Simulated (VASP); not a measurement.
# Bi (Im-3m) in VASP: further runs

Runs on Bi. Level: LDA. Tasks: single point, relaxation of cell and atoms.

Program: VASP 6.6.1. These are calculated values, not measurements. Logs are shortened: lines on timing, memory, paths and dates and some standing lists are left out, and cuts for length are marked.

## (1) The cell of the first run

Symmetry: Im-3m, No. 229, cubic system. The conventional cell has a = 3.734 Å, b = 3.734 Å, c = 3.734 Å, α = 90.00°, β = 90.00°, γ = 90.00°. Bi (site symmetry m-3m) has 14 Bi at 3.23 to 3.73 Å within 4.3 Å.

## (2) Single point, LDA

INCAR reads:

```
  ALGO = Fast
  EDIFF = 1E-6
  ENCUT = 520
  ISIF = 2
  ISMEAR = 0
  LASPH = True
  LCHARG = False
  LREAL = False
  LWAVE = False
  NBANDS = 14
  NELM = 80
  PREC = Accurate
  SIGMA = 0.1
```

KPOINTS reads:

```
k-points
0
Gamma
  8 8 8
```

POSCAR reads:

```
Bi
1.0
   -1.8672142373      1.8672142373      1.8672142373
    1.8672142373     -1.8672142373      1.8672142373
    1.8672142373      1.8672142373     -1.8672142373
Bi
1
Direct
    0.0000000000      0.0000000000      0.0000000000
```

Potentials or basis: VASP PAW LDA potentials, release 64 (Bi_d).

Started as:

```sh
$ cat potpaw_LDA.64/Bi_d/POTCAR > POTCAR
$ mpirun -np 1 vasp_std > vasp.out
```

OUTCAR:

```text
EDIFF = 1E-6
   ENCUT = 520
   ISIF = 2
   ISMEAR = 0
   LASPH = True
   LREAL = False
   NELM = 80
   PREC = Accurate

 ion  position               nearest neighbor table
   1  0.000  0.000  0.000-

  LATTYP: Found a body centered cubic cell.
 ALAT       =     3.7344284746

  Lattice vectors:

 A1 = (  -1.8672142373,   1.8672142373,   1.8672142373)
 A2 = (   1.8672142373,  -1.8672142373,   1.8672142373)
 A3 = (   1.8672142373,   1.8672142373,  -1.8672142373)

Analysis of symmetry for initial positions (statically):
=====================================================================
 Subroutine PRICEL returns:
 Original cell was already a primitive cell.

 Routine SETGRP: Setting up the symmetry group for a
 body centered cubic supercell.

 Subroutine GETGRP returns: Found 48 space group operations
 (whereof 48 operations were pure point group operations)
 out of a pool of 48 trial point group operations.

The static configuration has the point symmetry O_h .

Analysis of symmetry for dynamics (positions and initial velocities):
=====================================================================
 Subroutine PRICEL returns:
 Original cell was already a primitive cell.

 Routine SETGRP: Setting up the symmetry group for a
 body centered cubic supercell.

 Subroutine GETGRP returns: Found 48 space group operations
 (whereof 48 operations were pure point group operations)
 out of a pool of 48 trial point group operations.

The dynamic configuration has the point symmetry O_h .

 Subroutine INISYM returns: Found 48 space group operations
 (whereof 48 operations are pure point group operations),
 and found     1 'primitive' translations

----------------------------------------------------------------------------------------

                                     Primitive cell

  volume of cell :      26.0401

  direct lattice vectors                    reciprocal lattice vectors
    -1.867214237  1.867214237  1.867214237     0.000000000  0.267778592  0.267778592
     1.867214237 -1.867214237  1.867214237     0.267778592  0.000000000  0.267778592
     1.867214237  1.867214237 -1.867214237     0.267778592  0.267778592  0.000000000

  length of vectors
     3.234109928  3.234109928  3.234109928     0.378696117  0.378696117  0.378696117

  position of ions in fractional coordinates (direct lattice)
     0.000000000  0.000000000  0.000000000

  ion indices of the primitive-cell ions
   primitive index   ion index
                 1           1

----------------------------------------------------------------------------------------

 KPOINTS: k-points

Automatic generation of k-mesh.
 Grid dimensions read from file:
 generate k-points for:    8    8    8

 Generating k-lattice:

  Cartesian coordinates                     Fractional coordinates (reciprocal lattice)
     0.000000000  0.033472324  0.033472324     0.125000000  0.000000000  0.000000000
     0.033472324  0.000000000  0.033472324     0.000000000  0.125000000  0.000000000
     0.033472324  0.033472324  0.000000000     0.000000000  0.000000000  0.125000000

  Length of vectors
     0.047337015  0.047337015  0.047337015

  Shift w.r.t. Gamma in fractional coordinates (k-lattice)
     0.000000000  0.000000000  0.000000000

 Subroutine IBZKPT returns following result:
 ===========================================

 Found     29 irreducible k-points:

 Following reciprocal coordinates:
            Coordinates               Weight
  0.000000  0.000000  0.000000      1.000000
  0.125000  0.000000  0.000000     12.000000
  0.250000  0.000000  0.000000     12.000000
  0.375000  0.000000  0.000000     12.000000
  0.500000  0.000000  0.000000      6.000000
  0.125000  0.125000  0.000000     24.000000
[... 16 lines left out ...]
 -0.250000  0.250000  0.250000      6.000000
 -0.375000  0.375000  0.250000     24.000000
 [... further k-points ...]
   k-points           NKPTS =     29   k-points in BZ     NKDIM =     29   number of bands    NBANDS=     14
   number of dos      NEDOS =    301   number of ions     NIONS =      1
   total plane-waves  NPLWV =  13824
   dimension x,y,z NGX =    24 NGY =   24 NGZ =   24
   dimension x,y,z NGXF=    48 NGYF=   48 NGZF=   48
   ions per type =               1
   NGX,Y,Z   is equivalent  to a cutoff of  12.34, 12.34, 12.34 a.u.
   NGXF,Y,Z  is equivalent  to a cutoff of  24.67, 24.67, 24.67 a.u.
 SYSTEM =  unknown system
   PREC   = accura    normal or accurate (medium, high low for compatibility)
   ISTART =      0    job   : 0-new  1-cont  2-samecut
   ICHARG =      2    charge: 1-file 2-atom 10-const
   ISPIN  =      1    spin polarized calculation?
   LNONCOLLINEAR =      F non collinear calculations
   LSORBIT =      F    spin-orbit coupling
   LASPH  =      T    aspherical Exc in radial PAW
   ENCUT  =  520.0 eV  38.22 Ry    6.18 a.u.   6.01  6.01  6.01*2*pi/ulx,y,z
   NELM   =     80;   NELMIN=  2; NELMDL= -5     # of ELM steps
   EDIFF  = 0.1E-05   stopping-criterion for ELM
   LREAL  =      F    real-space projection
   EDIFFG = 0.1E-04   stopping-criterion for IOM
   NSW    =      0    number of steps for IOM
   IBRION =     -1    ionic relax: 0-MD 1-quasi-New 2-CG
   NFREE  =      0    steps in history (QN), initial steepest desc. (CG)
   ISIF   =      2    stress and relaxation
   ISYM   =      2    0-nonsym 1-usesym 2-fastsym
   POTIM  = 0.5000    time-step for ionic-motion
   TEBEG  =    0.0;   TEEND  =   0.0 temperature during run
   PSTRESS=    0.0 pullay stress
   NELECT =      15.0000    total number of electrons
   NUPDOWN=      -1.0000    fix difference up-down
   EMIN   =  10.00;   EMAX   =-10.00  energy-range for DOS
   EFERMI =   0.00;   METHOD = LEGACY
   ISMEAR =     0;   SIGMA  =   0.10  broadening in eV -4-tet -1-fermi 0-gaus
   EFERMI_NEDOS =   21; number of points for ismear=-14 and -15
   IALGO  =     68    algorithm
   IMIX   =      4    mixing-type and parameters
     AMIX     =   0.40;   BMIX     =  1.00
     AMIX_MAG =   1.60;   BMIX_MAG =  1.00
  volume/ion in A,a.u.               =      26.04       175.73
  Fermi-wavevector in a.u.,A,eV,Ry     =   1.362148  2.574087 25.244908  1.855448
  Thomas-Fermi vector in A             =   2.488663
   LORBIT       =      0    0 simple, 1 ext, 2 COOP (PROOUT), +10 PAW based schemes
   GGA     = CA    functional components
   LHFCALC =     F    Hartree Fock is set to
   AEXX    =    0.0000 exact exchange contribution
   IVDW    =     0    specifies the selected vdW correction
   LEPSILON=     F    determine dielectric tensor
   LRPA    =     F    only Hartree local field effects (RPA)
 non-spin polarized calculation
 RMM-DIIS sequential band-by-band and
 Gauss-broadening in eV      SIGMA  =   0.10
  energy-cutoff  :      520.00
  volume of cell :       26.04
 maximum number of plane-waves:       712
   NGX = 13   NGY = 13   NGZ = 13

 number of electron      14.9999993 magnetization

 Free energy of the ion-electron system (eV)
  ---------------------------------------------------
  ext. energy  EPLUGINS =         0.00000000
  ---------------------------------------------------
  free energy    TOTEN  =        -4.34779719 eV

  energy without entropy =       -4.34437414  energy(sigma->0) =       -4.34608567

 E-fermi :  10.0407     XC(G=0): -11.4044

 val. band max:        9.9143161937   @ k =   0.2500   0.2500   0.1250
 cond. band min:      10.0533299078   @ k =  -0.2500   0.3750   0.1250
 fundamental gap:      0.1390137141
 Fermi energy:        10.0407196706

 k-point     1 :       0.0000    0.0000    0.0000
  band No.  band energies     occupation
      1     -13.0658      2.00000
      2     -13.0658      2.00000
      3     -13.0658      2.00000
      4     -12.8339      2.00000
      5     -12.8339      2.00000
      6      -4.8205      2.00000
      7      16.5690      0.00000
      8      16.5690      0.00000
      9      16.5690      0.00000
     10      20.6026      0.00000
     11      20.6026      0.00000
     12      20.6026      0.00000
     13      21.9195      0.00000
     14      23.0808      0.00000

 k-point     2 :       0.1250    0.0000    0.0000
  band No.  band energies     occupation
      1     -13.0770      2.00000
      2     -13.0501      2.00000
      3     -13.0124      2.00000
      4     -12.8462      2.00000
      5     -12.8354      2.00000
      6      -4.4700      2.00000
      7      13.7389      0.00000
      8      15.5259      0.00000
      9      16.1391      0.00000
     10      19.1597      0.00000
     11      19.8955      0.00000
     12      20.4694      0.00000
     13      22.9938      0.00000
     14      24.3616      0.00000

 k-point     3 :       0.2500    0.0000    0.0000
  band No.  band energies     occupation
      1     -13.1041      2.00000
      2     -13.0269      2.00000
      3     -12.8811      2.00000
      4     -12.8648      2.00000
      5     -12.8391      2.00000
      6      -3.4313      2.00000
      7       9.4959      2.00000
      8      13.7725      0.00000
      9      15.1475      0.00000
     10      17.8453      0.00000
     11      19.0026      0.00000
     12      21.1573      0.00000
     13      23.5024      0.00000
     14      26.8073      0.00000

 k-point     4 :       0.3750    0.0000    0.0000
  band No.  band energies     occupation
      1     -13.1311      2.00000
      2     -13.0333      2.00000
      3     -12.8577      2.00000
      4     -12.8425      2.00000
      5     -12.7460      2.00000
      6      -1.8346      2.00000
      7       5.8034      2.00000
      8      12.4678      0.00000
      9      14.3041      0.00000
     10      17.1136      0.00000
     11      18.4449      0.00000
     12      22.6205      0.00000
     13      24.0319      0.00000
     14      29.5087      0.00000

 k-point     5 :       0.5000    0.0000    0.0000
  band No.  band energies     occupation
      1     -13.1422      2.00000
      2     -13.0440      2.00000
      3     -12.8478      2.00000
      4     -12.8439      2.00000
      5     -12.6889      2.00000
      6      -0.6591      2.00000
      7       3.9117      2.00000
      8      11.9981      0.00000
      9      13.9924      0.00000
     10      16.8824      0.00000
     11      18.2596      0.00000
[... 276 lines left out ...]
 k-point    22 :       0.2500    0.2500    0.2500
  band No.  band energies     occupation
      1     -12.9536      2.00000
      2     -12.9536      2.00000
      3     -12.9536      2.00000
      4     -12.8422      2.00000
      5     -12.8422      2.00000
      6       0.1174      2.00000
      7       7.1855      2.00000
      8       7.1855      2.00000
      9       7.1855      2.00000
     10      26.7009      0.00000
     11      26.7012      0.00000
     12      26.7017      0.00000
     13      28.1284      0.00000
     14      28.1446      0.00000

 k-point    23 :      -0.2500    0.2500    0.2500
  band No.  band energies     occupation
      1     -12.9656      2.00000
      2     -12.9241      2.00000
      3     -12.9241      2.00000
      4     -12.8951      2.00000
      5     -12.8904      2.00000
      6      -2.0925      2.00000
      7       9.5545      2.00000
      8      11.0904      0.00000
      9      11.0904      0.00000
     10      15.5207      0.00000
     11      23.0124      0.00000
     12      23.0124      0.00000
     13      23.3864      0.00000
     14      23.9245      0.00000

 k-point    24 :      -0.3750    0.3750    0.2500
  band No.  band energies     occupation
      1     -13.0116      2.00000
      2     -12.9484      2.00000
      3     -12.9305      2.00000
      4     -12.8571      2.00000
      5     -12.7663      2.00000
      6      -0.5974      2.00000
      7       7.0068      2.00000
      8       9.8912      1.96557
      9      10.7439      0.00000
     10      15.5553      0.00000
     11      20.1878      0.00000
     12      22.6860      0.00000
     13      22.8459      0.00000
     14      26.6312      0.00000

 [... further k-points ...]
[... 5 lines left out ...]
  --------------------------------------------------------------------------------------
  -------------------------------------------------------------------------------------
  Total        1.6642906      1.6642906      1.6642906      0.0000000      0.0000000     -0.0000000
  in kB      102.3993723    102.3993723    102.3993723      0.0000000      0.0000000     -0.0000000
  external PRESSURE =     102.3993723 kB  Pullay stress =       0.0000000 kB

 VOLUME and BASIS-vectors are now :
 -----------------------------------------------------------------------------
  energy-cutoff  :      520.00
  volume of cell :       26.04
      direct lattice vectors                 reciprocal lattice vectors
    -1.867214237  1.867214237  1.867214237     0.000000000  0.267778592  0.267778592
     1.867214237 -1.867214237  1.867214237     0.267778592  0.000000000  0.267778592
     1.867214237  1.867214237 -1.867214237     0.267778592  0.267778592  0.000000000

 POSITION                                       TOTAL-FORCE (eV/Angst)
 -----------------------------------------------------------------------------------
      0.00000      0.00000      0.00000         0.000000      0.000000      0.000000
 -----------------------------------------------------------------------------------
    total drift:                                0.000000      0.000000      0.000000

  FREE ENERGIE OF THE ION-ELECTRON SYSTEM (eV)
  ---------------------------------------------------
  free  energy   TOTEN  =        -4.3477971939 eV

  energy  without entropy=       -4.3443741375  energy(sigma->0) =       -4.34608567
```

Run time: 4.7 s. Hardware: 1 thread of Intel Xeon Platinum 8559C (Emerald Rapids), shared host; peak memory 0.12 GiB.

Results:

```yaml
Free_energy: -4.3478 eV
Pressure: 10.2 GPa
```

Caveat: spin-orbit coupling is left out, which moves the levels of the heavy elements.

(Continued in part 2 of 2.)
